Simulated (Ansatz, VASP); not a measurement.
# One calculation of Si2Mo, two programs

The input POSCAR:

```
Si2Mo
1.0
   -1.5673377739      1.5673377739      3.8502632003
    1.5673377739     -1.5673377739      3.8502632003
    1.5673377739      1.5673377739     -3.8502632003
Mo Si
1 2
Direct
    0.0000000000      0.0000000000      0.0000000000
    0.6670000000      0.6670000000      0.0000000000
    0.3330000000      0.3330000000      0.0000000000
```

Contents of INCAR.step1:

```
PREC = Accurate ; ENCUT = 520
ISMEAR = -1 ; SIGMA = 0.05
LREAL = F ; LASPH = T
NELM = 80 ; NBANDS = 18
GGA = PE ; ALGO = Normal
EDIFF = 1E-4 ; LWAVE = T
LCHARG = F
```

File INCAR.step2:

```
PREC = Accurate ; ENCUT = 520
EDIFF = 1E-7 ; ISMEAR = -1
SIGMA = 0.05 ; LREAL = F
LASPH = T ; NELM = 80
ALGO = Normal ; ISIF = 2
LWAVE = F ; LCHARG = T
METAGGA = R2SCAN ; LMIXTAU = T
IVDW = 12 ; VDW_S6 = 1.0
VDW_S8 = 0.78981345 ; VDW_A1 = 0.49484001
VDW_A2 = 5.73083694 ; LELF = T
LVHAR = T ; NBANDS = 18
ISTART = 1
```

KPOINTS

```
Automatic mesh
0
Gamma
  12 12 12
```

File input.yaml:

```yaml
crystal:
  lattice:
    - [-1.5673377739, 1.5673377739, 3.8502632003]
    - [1.5673377739, -1.5673377739, 3.8502632003]
    - [1.5673377739, 1.5673377739, -3.8502632003]
  atoms:
    - { symbol: Mo, position: [0.0, 0.0, 0.0] }
    - { symbol: Si, position: [0.667, 0.667, 0.0] }
    - { symbol: Si, position: [0.333, 0.333, 0.0] }
hamiltonian:
  xc: r2scan
  pseudopotentials: { kind: paw }
  dispersion: d3bj
kpoints:
  mp_grid: { grid: [12, 12, 12] }
scf:
  occupations: { method: fermi_dirac, width: 0.05 }
output:
  forces: true
  stress: true
  eigenvalues: true
```

Alike in both runs: task single point; functional r2SCAN; dispersion D3(BJ); k mesh 12 × 12 × 12; occupations fermi-dirac, width 0.05 eV; no spin polarisation.

|  | VASP | Ansatz |
| --- | --- | --- |
| version | VASP 6.6.1 | Ansatz 0.2.0 |
| potentials or method | VASP PAW PBE potentials, release 64 (Mo_sv, Si) | Ansatz PAW |
| plane-wave cutoff (eV) | 520 | 500 |
| valence electrons in the cell | 22 | 22 |

|  | VASP | Ansatz | Ansatz less VASP |
| --- | --- | --- | --- |
| gap on the k mesh at the Fermi level (eV) | none | none | - |
| pressure (GPa) | 10.8 | 10.2 | -0.53 |
| traceless stress, the component that is largest in VASP (GPa) | -0.30 | -0.27 | +0.025 |
| rms of the force components (eV/Å) | 0.109 | 0.115 | +0.0055 |

VASP's potentials were made for PBE, not for r2SCAN. Atom by atom the forces differ by 0.006 eV/Å (rms over components). A gap of «none» marks a metal or a gap that the smearing closes.
